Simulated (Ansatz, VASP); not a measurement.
**One calculation of Na, two programs**

```
Na
1.0
    -2.08472    2.08472    2.08472
     2.08472   -2.08472    2.08472
     2.08472    2.08472   -2.08472
Na
1
Direct
  0.00000 0.00000 0.00000
```

Alike in both runs: task single point; functional PBEsol; k mesh 14 × 14 × 14; occupations fermi-dirac, width 0.05 eV; no spin polarisation.

|  | VASP | Ansatz |
| --- | --- | --- |
| version | VASP 6.6.1 | Ansatz 0.2.0 |
| potentials or method | VASP PAW PBE potentials, release 64 (Na_pv), cutoff 520 eV | all-electron LAPW, scalar-relativistic |

```csv
,VASP,Ansatz,Ansatz less VASP
pressure (GPa),0.0,0.0,0.00
```

VASP's potentials were made for PBE, not for PBEsol. Ansatz ran all-electron here, and VASP with PAW potentials. Ansatz's warnings: optics on partly filled bands.
